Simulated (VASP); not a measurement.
# B (Fm-3m) in VASP: further runs

B is run at these levels: PBEsol; tasks: single point.

Program: VASP 6.6.1. These are calculated values, not measurements. Logs are shortened: lines on timing, memory, paths and dates and some standing lists are left out, and cuts for length are marked.

## 1. The cell of the first run

It takes space group Fm-3m (No. 225, cubic). The conventional cell has a = 2.856 Å, b = 2.856 Å, c = 2.856 Å, α = 90.00°, β = 90.00°, γ = 90.00°. B (site symmetry m-3m) has 12 B at 2.02 Å within 2.7 Å.

## 2. Single point, PBEsol

File INCAR:

```
SYSTEM = B
PREC = Accurate
ENCUT = 520
EDIFF = 1E-6
ISMEAR = -1
SIGMA = 0.1
LREAL = .FALSE.
LASPH = .TRUE.
NELM = 100
ALGO = Normal
ISIF = 2
LWAVE = .FALSE.
LCHARG = .FALSE.
GGA = PS
NBANDS = 8
```

File KPOINTS:

```
regular mesh
0
G
  21 21 21
  0 0 0
```

File POSCAR:

```
B
1.0
    0.0000000000      1.4279508811      1.4279508811
    1.4279508811      0.0000000000      1.4279508811
    1.4279508811      1.4279508811      0.0000000000
B
1
Direct
    0.0000000000      0.0000000000      0.0000000000
```

Potentials or basis: VASP PAW PBE potentials, release 64 (B).

Launch:

```bash
cat potpaw_PBE.64/B/POTCAR > POTCAR
mpirun -np 1 vasp_std > vasp.out
```

OUTCAR:

```text
SYSTEM = B
   PREC = Accurate
   ENCUT = 520
   EDIFF = 1E-6
   ISMEAR = -1
   LREAL = .FALSE.
   LASPH = .TRUE.
   NELM = 100
   ISIF = 2
   GGA = PS

 ion  position               nearest neighbor table
   1  0.000  0.000  0.000-

  LATTYP: Found a face centered cubic cell.
 ALAT       =     2.8559017622

  Lattice vectors:

 A1 = (   0.0000000000,   1.4279508811,   1.4279508811)
 A2 = (   1.4279508811,   0.0000000000,   1.4279508811)
 A3 = (   1.4279508811,   1.4279508811,   0.0000000000)

Analysis of symmetry for initial positions (statically):
=====================================================================
 Subroutine PRICEL returns:
 Original cell was already a primitive cell.

 Routine SETGRP: Setting up the symmetry group for a
 face centered cubic supercell.

 Subroutine GETGRP returns: Found 48 space group operations
 (whereof 48 operations were pure point group operations)
 out of a pool of 48 trial point group operations.

The static configuration has the point symmetry O_h .

Analysis of symmetry for dynamics (positions and initial velocities):
=====================================================================
 Subroutine PRICEL returns:
 Original cell was already a primitive cell.

 Routine SETGRP: Setting up the symmetry group for a
 face centered cubic supercell.

 Subroutine GETGRP returns: Found 48 space group operations
 (whereof 48 operations were pure point group operations)
 out of a pool of 48 trial point group operations.

The dynamic configuration has the point symmetry O_h .

 Subroutine INISYM returns: Found 48 space group operations
 (whereof 48 operations are pure point group operations),
 and found     1 'primitive' translations

----------------------------------------------------------------------------------------

                                     Primitive cell

  volume of cell :       5.8233

  direct lattice vectors                    reciprocal lattice vectors
     0.000000000  1.427950881  1.427950881    -0.350152100  0.350152100  0.350152100
     1.427950881  0.000000000  1.427950881     0.350152100 -0.350152100  0.350152100
     1.427950881  1.427950881  0.000000000     0.350152100  0.350152100 -0.350152100

  length of vectors
     2.019427502  2.019427502  2.019427502     0.606481228  0.606481228  0.606481228

  position of ions in fractional coordinates (direct lattice)
     0.000000000  0.000000000  0.000000000

  ion indices of the primitive-cell ions
   primitive index   ion index
                 1           1

----------------------------------------------------------------------------------------

 KPOINTS: regular mesh

Automatic generation of k-mesh.
 Grid dimensions read from file:
 generate k-points for:   21   21   21

 Generating k-lattice:

  Cartesian coordinates                     Fractional coordinates (reciprocal lattice)
    -0.016673910  0.016673910  0.016673910     0.047619048  0.000000000  0.000000000
     0.016673910 -0.016673910  0.016673910     0.000000000  0.047619048  0.000000000
     0.016673910  0.016673910 -0.016673910     0.000000000  0.000000000  0.047619048

  Length of vectors
     0.028880058  0.028880058  0.028880058

  Shift w.r.t. Gamma in fractional coordinates (k-lattice)
     0.000000000  0.000000000  0.000000000

 Subroutine IBZKPT returns following result:
 ===========================================

 Found    286 irreducible k-points:

 Following reciprocal coordinates:
            Coordinates               Weight
  0.000000  0.000000  0.000000      1.000000
  0.047619  0.000000  0.000000      8.000000
  0.095238  0.000000  0.000000      8.000000
  0.142857  0.000000  0.000000      8.000000
  0.190476  0.000000  0.000000      8.000000
  0.238095  0.000000  0.000000      8.000000
[... 16 lines left out ...]
 -0.428571  0.047619  0.000000     24.000000
 -0.380952  0.047619  0.000000     24.000000
 [... further k-points ...]
   k-points           NKPTS =    286   k-points in BZ     NKDIM =    286   number of bands    NBANDS=      8
   number of dos      NEDOS =    301   number of ions     NIONS =      1
   total plane-waves  NPLWV =   4096
   dimension x,y,z NGX =    16 NGY =   16 NGZ =   16
   dimension x,y,z NGXF=    32 NGYF=   32 NGZF=   32
   ions per type =               1
   NGX,Y,Z   is equivalent  to a cutoff of  13.17, 13.17, 13.17 a.u.
   NGXF,Y,Z  is equivalent  to a cutoff of  26.34, 26.34, 26.34 a.u.
 SYSTEM =  B
   PREC   = accura    normal or accurate (medium, high low for compatibility)
   ISTART =      0    job   : 0-new  1-cont  2-samecut
   ICHARG =      2    charge: 1-file 2-atom 10-const
   ISPIN  =      1    spin polarized calculation?
   LNONCOLLINEAR =      F non collinear calculations
   LSORBIT =      F    spin-orbit coupling
   LASPH  =      T    aspherical Exc in radial PAW
   ENCUT  =  520.0 eV  38.22 Ry    6.18 a.u.   3.75  3.75  3.75*2*pi/ulx,y,z
   NELM   =    100;   NELMIN=  2; NELMDL= -5     # of ELM steps
   EDIFF  = 0.1E-05   stopping-criterion for ELM
   LREAL  =      F    real-space projection
   EDIFFG = 0.1E-04   stopping-criterion for IOM
   NSW    =      0    number of steps for IOM
   IBRION =     -1    ionic relax: 0-MD 1-quasi-New 2-CG
   NFREE  =      0    steps in history (QN), initial steepest desc. (CG)
   ISIF   =      2    stress and relaxation
   ISYM   =      2    0-nonsym 1-usesym 2-fastsym
   POTIM  = 0.5000    time-step for ionic-motion
   TEBEG  =    0.0;   TEEND  =   0.0 temperature during run
   PSTRESS=    0.0 pullay stress
   NELECT =       3.0000    total number of electrons
   NUPDOWN=      -1.0000    fix difference up-down
   EMIN   =  10.00;   EMAX   =-10.00  energy-range for DOS
   EFERMI =   0.00;   METHOD = LEGACY
   ISMEAR =    -1;   SIGMA  =   0.10  broadening in eV -4-tet -1-fermi 0-gaus
   EFERMI_NEDOS =   21; number of points for ismear=-14 and -15
   IALGO  =     38    algorithm
   IMIX   =      4    mixing-type and parameters
     AMIX     =   0.40;   BMIX     =  1.00
     AMIX_MAG =   1.60;   BMIX_MAG =  1.00
  volume/ion in A,a.u.               =       5.82        39.30
  Fermi-wavevector in a.u.,A,eV,Ry     =   1.312377  2.480033 23.433773  1.722334
  Thomas-Fermi vector in A             =   2.442774
   LORBIT       =      0    0 simple, 1 ext, 2 COOP (PROOUT), +10 PAW based schemes
   GGA     = PS    functional components
   LHFCALC =     F    Hartree Fock is set to
   AEXX    =    0.0000 exact exchange contribution
   IVDW    =     0    specifies the selected vdW correction
   LEPSILON=     F    determine dielectric tensor
   LRPA    =     F    only Hartree local field effects (RPA)
 non-spin polarized calculation
  energy-cutoff  :      520.00
  volume of cell :        5.82
 maximum number of plane-waves:       169
   NGX =  7   NGY =  7   NGZ =  7

 number of electron       3.0000000 magnetization

 Free energy of the ion-electron system (eV)
  ---------------------------------------------------
  ext. energy  EPLUGINS =         0.00000000
  ---------------------------------------------------
  free energy    TOTEN  =        -5.75818193 eV

  energy without entropy =       -5.75114915  energy(sigma->0) =       -5.75466554

 E-fermi :  10.7177     XC(G=0): -13.0827

 val. band max:       10.6616817208   @ k =  -0.4762   0.2857   0.1429
 cond. band min:      10.7220688463   @ k =  -0.2857   0.1905   0.0476
 fundamental gap:      0.0603871255
 Fermi energy:        10.7177314330

 k-point     1 :       0.0000    0.0000    0.0000
  band No.  band energies     occupation
      1      -8.6324      2.00000
      2      26.8574      0.00000
      3      26.8574      0.00000
      4      26.8574      0.00000
      5      43.3884      0.00000
      6      43.3884      0.00000
      7      43.3884      0.00000
      8      47.1312      0.00000

 k-point     2 :       0.0476    0.0000    0.0000
  band No.  band energies     occupation
      1      -8.5329      2.00000
      2      26.3597      0.00000
      3      26.7528      0.00000
      4      26.7528      0.00000
      5      42.2067      0.00000
      6      43.6213      0.00000
      7      43.6213      0.00000
      8      49.0089      0.00000

 k-point     3 :       0.0952    0.0000    0.0000
  band No.  band energies     occupation
      1      -8.2345      2.00000
      2      24.9215      0.00000
      3      26.4649      0.00000
      4      26.4649      0.00000
      5      40.8708      0.00000
      6      44.2319      0.00000
      7      44.2319      0.00000
      8      51.5893      0.00000

 k-point     4 :       0.1429    0.0000    0.0000
  band No.  band energies     occupation
      1      -7.7374      2.00000
      2      22.7434      0.00000
      3      26.0563      0.00000
      4      26.0563      0.00000
      5      40.2598      0.00000
      6      44.8988      0.00000
      7      44.8988      0.00000
      8      50.1009      0.00000

 k-point     5 :       0.1905    0.0000    0.0000
  band No.  band energies     occupation
      1      -7.0425      2.00000
      2      20.1216      0.00000
      3      25.5967      0.00000
      4      25.5967      0.00000
      5      40.2911      0.00000
      6      44.9970      0.00000
      7      44.9970      0.00000
      8      48.3369      0.00000
[... 177 lines left out ...]
 k-point    22 :      -0.4762    0.0476    0.0000
  band No.  band energies     occupation
      1       0.6305      2.00000
      2       5.1394      2.00000
      3      23.4822      0.00000
      4      23.6931      0.00000
      5      38.2141      0.00000
      6      40.4886      0.00000
      7      44.8545      0.00000
      8      45.3916      0.00000

 k-point    23 :      -0.4286    0.0476    0.0000
  band No.  band energies     occupation
      1      -0.3318      2.00000
      2       6.3609      2.00000
      3      23.3398      0.00000
      4      23.9541      0.00000
      5      38.5806      0.00000
      6      40.4883      0.00000
      7      44.7749      0.00000
      8      45.3302      0.00000

 k-point    24 :      -0.3810    0.0476    0.0000
  band No.  band energies     occupation
      1      -1.8020      2.00000
      2       8.4753      2.00000
      3      23.3042      0.00000
      4      24.2939      0.00000
      5      39.2230      0.00000
      6      40.8102      0.00000
      7      44.0861      0.00000
      8      45.7120      0.00000

 [... further k-points ...]

------------------------ aborting loop because EDIFF is reached ----------------------------------------

  FORCE on cell =-STRESS in cart. coord.  units (eV):
  Direction    XX          YY          ZZ          XY          YZ          ZX
  --------------------------------------------------------------------------------------
  -------------------------------------------------------------------------------------
  Total        0.0178034      0.0178034      0.0178034     -0.0000000     -0.0000000     -0.0000000
  in kB        4.8982816      4.8982816      4.8982816     -0.0000000     -0.0000000     -0.0000000
  external PRESSURE =       4.8982816 kB  Pullay stress =       0.0000000 kB

 VOLUME and BASIS-vectors are now :
 -----------------------------------------------------------------------------
  energy-cutoff  :      520.00
  volume of cell :        5.82
      direct lattice vectors                 reciprocal lattice vectors
     0.000000000  1.427950881  1.427950881    -0.350152100  0.350152100  0.350152100
     1.427950881  0.000000000  1.427950881     0.350152100 -0.350152100  0.350152100
     1.427950881  1.427950881  0.000000000     0.350152100  0.350152100 -0.350152100

 POSITION                                       TOTAL-FORCE (eV/Angst)
 -----------------------------------------------------------------------------------
      0.00000      0.00000      0.00000         0.000000      0.000000      0.000000
 -----------------------------------------------------------------------------------
    total drift:                               -0.000000     -0.000000     -0.000000

  FREE ENERGIE OF THE ION-ELECTRON SYSTEM (eV)
  ---------------------------------------------------
  free  energy   TOTEN  =        -5.7581819338 eV

  energy  without entropy=       -5.7511491511  energy(sigma->0) =       -5.75466554
```

Wall time 5 s (1 thread of Intel Xeon Platinum 8488C (Sapphire Rapids), shared host); peak memory 0.12 GiB.

What came out:

```
Free energy : -5.7582 eV
Pressure    : 0.5 GPa
```

Caveat: the PAW data sets were made with another functional, which shifts forces and pressure a little.

(Part 1 of 2 ends here.)
